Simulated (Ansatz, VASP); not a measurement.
**One calculation of Pb, two programs**

The input INCAR:

```
  PREC = Accurate
  ENCUT = 520
  EDIFF = 1E-6
  ISMEAR = -1
  SIGMA = 0.08
  LREAL = F
  LASPH = T
  NELM = 80
  ALGO = Normal
  ISIF = 2
  LWAVE = F
  LCHARG = F
  GGA = PE
  NBANDS = 28
```

File KPOINTS:

```
Automatic mesh
0
Gamma
  7 7 10
```

POSCAR

```
Pb
1.0
    5.6582354336      0.0000000000      0.0000000000
   -2.8291177168      4.9001756261      0.0000000000
    0.0000000000      0.0000000000      3.3203295730
Pb
3
Direct
    0.0000000000      0.0000000000      0.0000000000
    0.3333333333      0.6666666667      0.5000000000
    0.6666666667      0.3333333333      0.5000000000
```

Input for Ansatz:

```yaml
crystal:
  lattice:
    - [5.6582354336, 0.0, 0.0]
    - [-2.8291177168, 4.9001756261, 0.0]
    - [0.0, 0.0, 3.320329573]
  atoms:
    - { symbol: Pb, position: [0.0, 0.0, 0.0] }
    - { symbol: Pb, position: [0.3333333333, 0.6666666667, 0.5] }
    - { symbol: Pb, position: [0.6666666667, 0.3333333333, 0.5] }
kpoints:
  mp_grid: { grid: [7, 7, 10] }
  band_path:
    path:
      - [0.0, 0.0, 0.0]
      - [0.5, 0.0, 0.0]
      - [0.3333333333, 0.3333333333, 0.0]
      - [0.0, 0.0, 0.0]
      - [0.0, 0.0, 0.5]
      - [0.5, 0.0, 0.5]
      - [0.3333333333, 0.3333333333, 0.5]
      - [0.0, 0.0, 0.5]
      - [0.5, 0.0, 0.5]
    npoints: 8
scf:
  occupations: { method: fermi_dirac, width: 0.08 }
hamiltonian:
  xc: pbe
  pseudopotentials: { kind: all_electron, lapw: { basis_error: 0.001 } }
output:
  forces: true
  stress: true
  eigenvalues: true
  populations: true
  dos: { projected: true, de: 0.2, e_range: [-14, 8] }
```

Change from the starting cell: volume scaled by 0.95, LAPW.

Alike in both runs: task single point; functional PBE; k mesh 7 × 7 × 10; occupations fermi-dirac, width 0.08 eV; no spin polarisation.

|  | VASP | Ansatz |
| --- | --- | --- |
| version | VASP 6.6.1 | Ansatz 0.2.0 |
| potentials or method | VASP PAW PBE potentials, release 64 (Pb_d), cutoff 520 eV | all-electron LAPW, scalar-relativistic |

```tsv
	VASP	Ansatz	Ansatz less VASP
pressure (GPa)	2.1	2.2	+0.10
```

Ansatz ran all-electron here, and VASP with PAW potentials.

Spin-orbit coupling is off throughout.
